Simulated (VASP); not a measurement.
# AlNi (Cmmm) in VASP: single point with r2SCAN

Aim: the single point of AlNi with r2SCAN.

Everything below comes from runs of VASP 6.6.1. Logs are shortened: lines on timing, memory, paths and dates and some standing lists are left out, and cuts for length are marked.

### Step 1. The cell of the first run

The structure is orthorhombic, space group Cmmm (No. 65). The conventional cell has a = 3.931 Å, b = 3.960 Å, c = 3.016 Å, α = 90.00°, β = 90.00°, γ = 90.00°. Within 3.3 Å of Al (site symmetry mmm) lie 8 Ni at 2.48 to 2.49 Å and 6 Al at 2.79 to 3.02 Å. Ni (site symmetry mmm) has 8 Al at 2.48 to 2.49 Å and 6 Ni at 2.79 to 3.02 Å within 3.3 Å.

### Step 2. Single point, r2SCAN

Input file POSCAR:

```
AlNi
1.0
    1.9652547526     -1.9799495047      0.0000000000
    1.9652547526      1.9799495047      0.0000000000
    0.0000000000      0.0000000000      3.0162175332
Al Ni
1 1
Direct
    0.0000000000      0.0000000000      0.0000000000
    0.5000000000      0.5000000000      0.5000000000
```

Input file INCAR.step1:

```
SYSTEM = AlNi
  PREC = Accurate
  ENCUT = 520
  ISMEAR = 0
  SIGMA = 0.15
  LREAL = .False.
  LASPH = .True.
  NELM = 100
  NBANDS = 14
  GGA = PE
  ALGO = Normal
  EDIFF = 1E-4
  LWAVE = .True.
  LCHARG = .False.
```

Input file INCAR.step2:

```
SYSTEM = AlNi
  PREC = Accurate
  ENCUT = 520
  EDIFF = 1E-7
  ISMEAR = 0
  SIGMA = 0.15
  LREAL = .False.
  LASPH = .True.
  NELM = 100
  ALGO = Normal
  ISIF = 2
  LWAVE = .False.
  LCHARG = .True.
  METAGGA = R2SCAN
  LMIXTAU = .True.
  LELF = .True.
  LVHAR = .True.
  NBANDS = 14
  ISTART = 1
```

Input file KPOINTS:

```
Automatic mesh
0
Gamma
  20 20 18
  0 0 0
```

Potentials or basis: VASP PAW PBE potentials, release 64 (Al, Ni).

Command:

```sh
$ cat potpaw_PBE.64/Al/POTCAR potpaw_PBE.64/Ni/POTCAR > POTCAR
$ cp INCAR.step1 INCAR
$ mpirun -np 1 vasp_std > vasp.out
$ cp INCAR.step2 INCAR
$ mpirun -np 1 vasp_std > vasp.out
```

OUTCAR:

```text
SYSTEM = AlNi
   PREC = Accurate
   ENCUT = 520
   EDIFF = 1E-7
   ISMEAR = 0
   LREAL = .False.
   LASPH = .True.
   NELM = 100
   ISIF = 2
   METAGGA = R2SCAN
   ISTART = 1

 ion  position               nearest neighbor table
   1  0.000  0.000  0.000-   2 2.48   2 2.48   2 2.48   2 2.48   2 2.49   2 2.49   2 2.49   2 2.49

   2  0.500  0.500  0.500-   1 2.48   1 2.48   1 2.48   1 2.48   1 2.49   1 2.49   1 2.49   1 2.49

  LATTYP: Found a base centered orthorhombic cell.
 ALAT       =     3.9305095052
 B/A-ratio  =     1.0074772760
 C/A-ratio  =     0.7673858896

  Lattice vectors:

 A1 = (   1.9652547526,  -1.9799495047,   0.0000000000)
 A2 = (   1.9652547526,   1.9799495047,   0.0000000000)
 A3 = (   0.0000000000,   0.0000000000,   3.0162175332)

Analysis of symmetry for initial positions (statically):
=====================================================================
 Subroutine PRICEL returns:
 Original cell was already a primitive cell.

 Routine SETGRP: Setting up the symmetry group for a
 base centered orthorhombic supercell.

 Subroutine GETGRP returns: Found  8 space group operations
 (whereof  8 operations were pure point group operations)
 out of a pool of  8 trial point group operations.

The static configuration has the point symmetry D_2h.

Analysis of symmetry for dynamics (positions and initial velocities):
=====================================================================
 Subroutine PRICEL returns:
 Original cell was already a primitive cell.

 Routine SETGRP: Setting up the symmetry group for a
 base centered orthorhombic supercell.

 Subroutine GETGRP returns: Found  8 space group operations
 (whereof  8 operations were pure point group operations)
 out of a pool of  8 trial point group operations.

The dynamic configuration has the point symmetry D_2h.

 Subroutine INISYM returns: Found  8 space group operations
 (whereof  8 operations are pure point group operations),
 and found     1 'primitive' translations

----------------------------------------------------------------------------------------

                                     Primitive cell

  volume of cell :      23.4728

  direct lattice vectors                    reciprocal lattice vectors
     1.965254753 -1.979949505  0.000000000     0.254419942 -0.252531693  0.000000000
     1.965254753  1.979949505  0.000000000     0.254419942  0.252531693  0.000000000
     0.000000000  0.000000000  3.016217533     0.000000000  0.000000000  0.331541074

  length of vectors
     2.789700035  2.789700035  3.016217533     0.358471425  0.358471425  0.331541074

  position of ions in fractional coordinates (direct lattice)
     0.000000000  0.000000000  0.000000000
     0.500000000  0.500000000  0.500000000

  ion indices of the primitive-cell ions
   primitive index   ion index
                 1           1
                 2           2

----------------------------------------------------------------------------------------

 KPOINTS: Automatic mesh

Automatic generation of k-mesh.
 Grid dimensions read from file:
 generate k-points for:   20   20   18

 Generating k-lattice:

  Cartesian coordinates                     Fractional coordinates (reciprocal lattice)
     0.012720997 -0.012626585  0.000000000     0.050000000 -0.000000000  0.000000000
     0.012720997  0.012626585  0.000000000    -0.000000000  0.050000000  0.000000000
     0.000000000  0.000000000  0.018418949     0.000000000  0.000000000  0.055555556

  Length of vectors
     0.017923571  0.017923571  0.018418949

  Shift w.r.t. Gamma in fractional coordinates (k-lattice)
     0.000000000  0.000000000  0.000000000

 Subroutine IBZKPT returns following result:
 ===========================================

 Found   1110 irreducible k-points:

 Following reciprocal coordinates:
            Coordinates               Weight
  0.000000  0.000000  0.000000      1.000000
  0.050000 -0.000000  0.000000      4.000000
  0.100000 -0.000000  0.000000      4.000000
  0.150000  0.000000  0.000000      4.000000
  0.200000 -0.000000  0.000000      4.000000
  0.250000 -0.000000  0.000000      4.000000
[... 16 lines left out ...]
 -0.400000  0.050000  0.000000      4.000000
 -0.350000  0.050000  0.000000      4.000000
 [... further k-points ...]
   k-points           NKPTS =   1110   k-points in BZ     NKDIM =   1110   number of bands    NBANDS=     14
   number of dos      NEDOS =    301   number of ions     NIONS =      2
   total plane-waves  NPLWV =  13824
   dimension x,y,z NGX =    24 NGY =   24 NGZ =   24
   dimension x,y,z NGXF=    48 NGYF=   48 NGZF=   48
   ions per type =               1   1
   NGX,Y,Z   is equivalent  to a cutoff of  14.30, 14.30, 13.23 a.u.
   NGXF,Y,Z  is equivalent  to a cutoff of  28.60, 28.60, 26.46 a.u.
 SYSTEM =  AlNi
   PREC   = accura    normal or accurate (medium, high low for compatibility)
   ISTART =      1    job   : 0-new  1-cont  2-samecut
   ICHARG =      0    charge: 1-file 2-atom 10-const
   ISPIN  =      1    spin polarized calculation?
   LNONCOLLINEAR =      F non collinear calculations
   LSORBIT =      F    spin-orbit coupling
   LASPH  =      T    aspherical Exc in radial PAW
   ENCUT  =  520.0 eV  38.22 Ry    6.18 a.u.   5.19  5.19  5.61*2*pi/ulx,y,z
   NELM   =    100;   NELMIN=  2; NELMDL=  0     # of ELM steps
   EDIFF  = 0.1E-06   stopping-criterion for ELM
   LREAL  =      F    real-space projection
   EDIFFG = 0.1E-05   stopping-criterion for IOM
   NSW    =      0    number of steps for IOM
   IBRION =     -1    ionic relax: 0-MD 1-quasi-New 2-CG
   NFREE  =      0    steps in history (QN), initial steepest desc. (CG)
   ISIF   =      2    stress and relaxation
   ISYM   =      2    0-nonsym 1-usesym 2-fastsym
   POTIM  = 0.5000    time-step for ionic-motion
   TEBEG  =    0.0;   TEEND  =   0.0 temperature during run
   PSTRESS=    0.0 pullay stress
   NELECT =      13.0000    total number of electrons
   NUPDOWN=      -1.0000    fix difference up-down
   EMIN   =  10.00;   EMAX   =-10.00  energy-range for DOS
   EFERMI =   0.00;   METHOD = LEGACY
   ISMEAR =     0;   SIGMA  =   0.15  broadening in eV -4-tet -1-fermi 0-gaus
   EFERMI_NEDOS =   21; number of points for ismear=-14 and -15
   IALGO  =     38    algorithm
   IMIX   =      4    mixing-type and parameters
     AMIX     =   0.40;   BMIX     =  1.00
     AMIX_MAG =   1.60;   BMIX_MAG =  1.00
  volume/ion in A,a.u.               =      11.74        79.20
  Fermi-wavevector in a.u.,A,eV,Ry     =   1.344417  2.540580 24.591955  1.807458
  Thomas-Fermi vector in A             =   2.472413
   LORBIT       =      0    0 simple, 1 ext, 2 COOP (PROOUT), +10 PAW based schemes
   METAGGA = R2SCAN    functional components
   LHFCALC =     F    Hartree Fock is set to
   AEXX    =    0.0000 exact exchange contribution
   IVDW    =     0    specifies the selected vdW correction
   LEPSILON=     F    determine dielectric tensor
   LRPA    =     F    only Hartree local field effects (RPA)
 non-spin polarized calculation
 Gauss-broadening in eV      SIGMA  =   0.15
  energy-cutoff  :      520.00
  volume of cell :       23.47
 maximum number of plane-waves:       651
 NGX is ok and might be reduce to    24
   NGX = 11   NGY = 11   NGZ = 11

 number of electron      12.9999990 magnetization

 Free energy of the ion-electron system (eV)
  ---------------------------------------------------
  ext. energy  EPLUGINS =         0.00000000
  ---------------------------------------------------
  free energy    TOTEN  =       -20.05089667 eV

  energy without entropy =      -20.04227922  energy(sigma->0) =      -20.04658795

 E-fermi :  10.1336     XC(G=0): -13.1114

 val. band max:       10.1303739359   @ k =   0.5000   0.5000   0.2778
 cond. band min:      10.1416413463   @ k =  -0.4500   0.2500   0.3889
 fundamental gap:      0.0112674104
 Fermi energy:        10.1335654066

 k-point     1 :       0.0000    0.0000    0.0000
  band No.  band energies     occupation
      1      -1.7264      2.00000
      2       6.6204      2.00000
      3       6.7452      2.00000
      4       8.4329      2.00000
      5       8.4524      2.00000
      6       8.6159      2.00000
      7      14.2026      0.00000
      8      17.1162      0.00000
      9      17.1638      0.00000
     10      17.9988      0.00000
     11      18.9394      0.00000
     12      25.7606      0.00000
     13      31.8296      0.00000
     14      31.8437      0.00000

 k-point     2 :       0.0500   -0.0000    0.0000
  band No.  band energies     occupation
      1      -1.6747      2.00000
      2       6.6323      2.00000
      3       6.7484      2.00000
      4       8.4085      2.00000
      5       8.4480      2.00000
      6       8.5952      2.00000
      7      14.2779      0.00000
      8      16.3356      0.00000
      9      17.2045      0.00000
     10      18.0939      0.00000
     11      19.5682      0.00000
     12      25.9716      0.00000
     13      31.0479      0.00000
     14      31.8457      0.00000

 k-point     3 :       0.1000   -0.0000    0.0000
  band No.  band energies     occupation
      1      -1.5199      2.00000
      2       6.6620      2.00000
      3       6.7573      2.00000
      4       8.3216      2.00000
      5       8.4543      2.00000
      6       8.5359      2.00000
      7      14.4980      0.00000
      8      15.0494      0.00000
      9      17.3939      0.00000
     10      18.1452      0.00000
     11      20.5569      0.00000
     12      26.6131      0.00000
     13      29.6966      0.00000
     14      31.8765      0.00000

 k-point     4 :       0.1500    0.0000    0.0000
  band No.  band energies     occupation
      1      -1.2632      2.00000
      2       6.6742      2.00000
      3       6.7856      2.00000
      4       8.1918      2.00000
      5       8.4462      2.00000
      6       8.4666      2.00000
      7      13.7469      0.00000
      8      14.8479      0.00000
      9      17.7012      0.00000
     10      18.1942      0.00000
     11      21.4158      0.00000
     12      27.6723      0.00000
     13      28.2912      0.00000
     14      30.5761      0.00000

 k-point     5 :       0.2000   -0.0000    0.0000
  band No.  band energies     occupation
      1      -0.9067      2.00000
      2       6.6086      2.00000
      3       6.8535      2.00000
      4       8.0394      2.00000
      5       8.3375      2.00000
      6       8.4825      2.00000
      7      12.5358      0.00000
      8      15.3093      0.00000
      9      18.1130      0.00000
     10      18.2581      0.00000
     11      22.1143      0.00000
[... 276 lines left out ...]
 k-point    22 :      -0.4500    0.0500    0.0000
  band No.  band energies     occupation
      1       2.2567      2.00000
      2       3.9556      2.00000
      3       7.2484      2.00000
      4       7.4687      2.00000
      5       7.8822      2.00000
      6       8.5310      2.00000
      7       9.7243      1.99989
      8      18.4997      0.00000
      9      18.7603      0.00000
     10      20.9825      0.00000
     11      21.2062      0.00000
     12      23.1212      0.00000
     13      24.9185      0.00000
     14      26.3481      0.00000

 k-point    23 :      -0.4000    0.0500    0.0000
  band No.  band energies     occupation
      1       1.4791      2.00000
      2       4.7832      2.00000
      3       7.2017      2.00000
      4       7.5267      2.00000
      5       7.9279      2.00000
      6       8.5224      2.00000
      7       9.8696      1.98718
      8      18.0130      0.00000
      9      18.3845      0.00000
     10      20.3853      0.00000
     11      22.1520      0.00000
     12      23.8327      0.00000
     13      24.8019      0.00000
     14      26.4407      0.00000

 k-point    24 :      -0.3500    0.0500    0.0000
  band No.  band energies     occupation
      1       0.7686      2.00000
      2       5.5191      2.00000
      3       7.1303      2.00000
      4       7.6200      2.00000
      5       7.9985      2.00000
      6       8.5090      2.00000
      7      10.1772      0.68064
      8      17.2630      0.00000
      9      18.1867      0.00000
     10      19.8169      0.00000
     11      23.2346      0.00000
     12      24.0900      0.00000
     13      25.0557      0.00000
     14      26.9859      0.00000

 [... further k-points ...]
[... 5 lines left out ...]
  --------------------------------------------------------------------------------------
  -------------------------------------------------------------------------------------
  Total        0.3903282      0.1211252     -0.4806720     -0.0000000      0.0000000      0.0000000
  in kB       26.6424967      8.2675991    -32.8090571     -0.0000000      0.0000000      0.0000000
  external PRESSURE =       0.7003463 kB  Pullay stress =       0.0000000 kB

 VOLUME and BASIS-vectors are now :
 -----------------------------------------------------------------------------
  energy-cutoff  :      520.00
  volume of cell :       23.47
      direct lattice vectors                 reciprocal lattice vectors
     1.965254753 -1.979949505  0.000000000     0.254419942 -0.252531693  0.000000000
     1.965254753  1.979949505  0.000000000     0.254419942  0.252531693  0.000000000
     0.000000000  0.000000000  3.016217533     0.000000000  0.000000000  0.331541074

 POSITION                                       TOTAL-FORCE (eV/Angst)
 -----------------------------------------------------------------------------------
      0.00000      0.00000      0.00000         0.000000      0.000000      0.000000
      1.96525      0.00000      1.50811         0.000000      0.000000      0.000000
 -----------------------------------------------------------------------------------
    total drift:                                0.000000     -0.000000     -0.000000

  FREE ENERGIE OF THE ION-ELECTRON SYSTEM (eV)
  ---------------------------------------------------
  free  energy   TOTEN  =       -20.0508966701 eV

  energy  without entropy=      -20.0422792205  energy(sigma->0) =      -20.04658795
```

Wall time 13 min (1 thread of AMD EPYC 9R45 (Zen 5), shared host); peak memory 0.43 GiB.

Results:

| Item | Value |
| --- | --- |
| Free energy | -20.0509 eV |
| Pressure | 0.1 GPa |
| Band gap on the k mesh | zero (an odd number of electrons rules out a gap without spin polarisation) |

Levels at points of the mesh, in eV from the Fermi level:
```csv
k point,band 5,band 6,band 7,band 8,band 9,band 10
"(0.00, 0.00, 0.00)",-1.68,-1.52,4.07,6.98,7.03,7.87
"(0.50, 0.00, 0.00)",-2.26,-1.58,-0.45,8.50,8.99,10.54
"(0.50, 0.50, 0.00)",-2.43,-2.43,-0.91,2.10,3.29,12.24
"(0.00, 0.00, 0.50)",-2.22,-1.46,-1.07,8.72,11.39,11.44
"(0.50, 0.00, 0.50)",-2.15,-2.05,-1.17,1.45,2.54,14.25
"(0.50, 0.50, 0.50)",-0.90,1.91,2.06,2.18,4.39,4.48
```

Caveat: the stress differs along the axes, from -3 to 3 GPa; the PAW data sets were made with another functional, which shifts forces and pressure a little.
